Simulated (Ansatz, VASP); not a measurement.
One calculation of NaHgF3, two programs

```xyz
5
Lattice="4.6504 0.0000 0.0000 0.0000 4.6504 0.0000 0.0000 0.0000 4.6504" Properties=species:S:1:pos:R:3 pbc="T T T"
Na    0.0000    0.0000    0.0000
Hg    2.3252    2.3252    2.3252
F     2.3252    2.3252    0.0000
F     2.3252    0.0000    2.3252
F     0.0000    2.3252    2.3252
```

Alike in both runs: task single point; functional PBE; k mesh 6 × 6 × 6; no spin polarisation.

|  | VASP | Ansatz |
| --- | --- | --- |
| version | VASP 6.6.1 | Ansatz 0.2.0 |
| potentials or method | VASP PAW PBE potentials, release 64 (Na_pv, Hg, F) | plane waves, PAW |
| plane-wave cutoff (eV) | 520 | 420 |
| occupations | gaussian, width 0.01 eV | fixed |
| valence electrons in the cell | 40 | 50 |

|  | VASP | Ansatz | Ansatz less VASP |
| --- | --- | --- | --- |
| gap on the k mesh at the Fermi level (eV) | 0.44 | 0.47 | +0.026 |
| pressure (GPa) | -2.4 | -2.6 | -0.15 |

VASP's potentials hold 40 valence electrons a cell and Ansatz's 50, so a difference there can come from the potentials and not from the codes.

Neither program's run includes spin-orbit coupling.
